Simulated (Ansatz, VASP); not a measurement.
## ScRu3: VASP beside Ansatz

```xyz
4
Lattice="2.2922 -3.7315 0.0000 2.2922 3.7315 0.0000 0.0000 0.0000 4.8896" Properties=species:S:1:pos:R:3 pbc="T T T"
Sc    0.0000    0.0000    0.0000
Ru    2.2922    1.1945    2.4448
Ru    2.2922   -1.1945    2.4448
Ru    0.0000    0.0000    2.4448
```

Alike in both runs: functional PBE; k mesh 4 × 4 × 4; occupations gaussian, width 0.1 eV; no spin polarisation.

Ansatz relaxed the structure, and its values are those at the end. VASP's run is a single point on that final structure, the one shown.

|  | VASP | Ansatz |
| --- | --- | --- |
| version | VASP 6.6.1 | Ansatz 0.2.0 |
| potentials or method | VASP PAW PBE potentials, release 64 (Sc_sv, Ru_pv), cutoff 500 eV | scalar-relativistic, plane waves, PAW |
| valence electrons in the cell | 53 | 59 |

Ansatz gave:

| Item | Value |
| --- | --- |
| gap on the k mesh at the Fermi level (eV) | none |
| pressure (GPa) | 0.0 |
| rms of the force components (eV/Å) | 0.007 |

Task: What did VASP give for the same quantities?

Result: gap on the k mesh at the Fermi level (eV): none; pressure (GPa): 0.2; rms of the force components (eV/Å): 0.020.

A gap of «none» marks a metal or a gap that the smearing closes. VASP's potentials hold 53 valence electrons a cell and Ansatz's 59, so a difference there can come from the potentials and not from the codes.

The k mesh is coarse, so the values compare programs but aren't converged.
